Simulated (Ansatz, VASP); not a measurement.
**AgCl: VASP beside Ansatz**

```
Ag Cl
1.0
     3.46831    0.00000    0.00000
     0.00000    3.46831    0.00000
     0.00000    0.00000    3.43397
Ag Cl
1 1
Cartesian
  0.0000 0.0000 0.0000
  1.7342 1.7342 1.7170
```

Change from the starting cell: equal xx and yy strain of +1 %, crystal datasets.

Alike in both runs: task electric field gradients; functional PBEsol; k mesh 9 × 9 × 9; occupations fermi-dirac, width 0.01 eV; no spin polarisation.

|  | VASP | Ansatz |
| --- | --- | --- |
| version | VASP 6.6.1 | Ansatz 0.2.0 |
| potentials or method | VASP PAW PBE potentials, release 64 (Ag, Cl), cutoff 520 eV | all-electron PAW with datasets made for the crystal, scalar-relativistic |

|  | VASP | Ansatz | Ansatz less VASP |
| --- | --- | --- | --- |
| gap on the k mesh at the Fermi level (eV) | 0.42 | 0.42 | +0.002 |
| pressure (GPa) | -5.4 | -5.3 | +0.09 |
| traceless stress, the component that is largest in VASP (GPa) | 0.30 | 0.30 | 0.000 |
| size of Vzz on the site where it differs most (V/Å²) | 1.0 | 1.2 | +0.26 |

VASP's potentials were made for PBE, not for PBEsol. Ansatz ran all-electron here, and VASP with PAW potentials.
